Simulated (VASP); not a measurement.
**Na: single point with PBEsol**

Na:

```
Na
1.0
     3.76700    0.00000    0.00000
    -1.88350    3.26232    0.00000
     0.00000    0.00000    6.33862
Na
2
Direct
  0.33333 0.66667 0.25000
  0.66667 0.33333 0.75000
```

This cell differs from its parent crystal: strain +0.000 along x and y, +0.030 along z.

| Item | Value |
| --- | --- |
| Program | VASP 6.6.1 |
| Task | single point |
| Functional | PBEsol |
| Potentials or basis | VASP PAW PBE potentials, release 64 (Na_pv) |
| Cutoff | 520 eV |
| k mesh | 12 × 12 × 8 |
| Occupations | gaussian, width 0.15 eV |
| Spin | no spin polarisation |

```
Pressure               : -0.5 GPa
Band gap on the k mesh : zero (bands 7 and 8 overlap by 4.28 eV)
```

Stress tensor (GPa, compression positive):
```
-0.32  0.00  0.00
 0.00 -0.32  0.00
 0.00  0.00 -0.77
```

Levels at points of the mesh, in eV from the Fermi level:
| k point | band 4 | band 5 | band 6 | band 7 | band 8 | band 9 | band 10 | band 11 |
| --- | --- | --- | --- | --- | --- | --- | --- | --- |
| (0.00, 0.00, 0.00) | -24.81 | -24.81 | -24.81 | -3.17 | 0.43 | 0.75 | 9.95 | 9.95 |
| (0.50, 0.00, 0.00) | -24.82 | -24.82 | -24.82 | 0.31 | 0.42 | 3.72 | 3.72 | 4.10 |
| (0.00, 0.00, 0.50) | -24.81 | -24.81 | -24.81 | -2.21 | -2.21 | 5.05 | 5.05 | 10.51 |
| (0.50, 0.00, 0.50) | -24.82 | -24.82 | -24.82 | 1.06 | 1.06 | 1.53 | 1.53 | 7.48 |

Run time: 21 s on 1 thread of Intel(R) Xeon(R) 6975P-C (Granite Rapids), with other jobs on the host, peak memory 0.22 GiB.

Caveat: the cell differs from its parent crystal (strain +0.000 along x and y, +0.030 along z); the PAW data sets were made with another functional, which shifts forces and pressure a little.
